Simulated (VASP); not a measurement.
Set up this calculation in VASP 6.6.1, as the native input.

```yaml
Task: single point
Functional: PBE
Potentials_or_basis: VASP PAW PBE potentials, release 64 (Rh_pv, H)
Cutoff: 520 eV
k_mesh: 5 × 5 × 1
Occupations: gaussian, width 0.1 eV
Spin: no spin polarisation
Dipole_correction: yes
Further_INCAR_settings: ALGO = Normal; EDIFF = 1e-07; NBANDS = 104
```

The structure of HRh6 lies in POSCAR:

```
HRh6
1.0
    5.4163401145      0.0000000000      0.0000000000
    0.0000000000      5.4163401145      0.0000000000
    0.0000000000      0.0000000000     21.6737367085
Rh H
12 2
Direct
    0.2500000000      0.2500000000      0.1845551625
    0.2500000000      0.7500000000      0.1845551625
    0.7500000000      0.2500000000      0.1845551625
    0.7500000000      0.7500000000      0.1845551625
    0.0000000000      0.0000000000      0.2693761947
    0.0000000000      0.5000000000      0.2693761947
    0.5000000000      0.0000000000      0.2693761947
    0.5000000000      0.5000000000      0.2693761947
    0.2500000000      0.2500000000      0.3540569313
    0.2500000000      0.7500000000      0.3540569313
    0.7500000000      0.2500000000      0.3540569313
    0.7500000000      0.7500000000      0.3540569313
    0.4307650568      0.5000000000      0.4191126261
    0.5692349432      0.5000000000      0.4191126261
```

These files were run (other wordings do the same):

INCAR

```
SYSTEM = HRh6
PREC = Accurate ; ENCUT = 520
EDIFF = 1E-7 ; ISMEAR = 0
SIGMA = 0.1 ; LREAL = .False.
LASPH = .True. ; NELM = 60
ALGO = Normal ; ISIF = 2
LWAVE = .False. ; LCHARG = .False.
LDIPOL = .True. ; IDIPOL = 3
DIPOL = 0.5 0.5 0.291 ; GGA = PE
NBANDS = 104
```

KPOINTS

```
regular mesh
0
Gamma
  5 5 1
  0 0 0
```

Potentials or basis: VASP PAW PBE potentials, release 64 (Rh_pv, H).

Run with:

```bash
$ cat potpaw_PBE.64/Rh_pv/POTCAR potpaw_PBE.64/H/POTCAR > POTCAR
$ mpirun -np 1 vasp_std > vasp.out
```

It gave:

```yaml
Largest_force: 2.683 eV/Å
Band_gap_on_the_k_mesh: zero (bands 91 and 92 overlap by 0.66 eV)
```

It took 16 min on 1 thread of Intel(R) Xeon(R) 6975P-C (Granite Rapids) (shared host), peak memory 0.77 GiB.
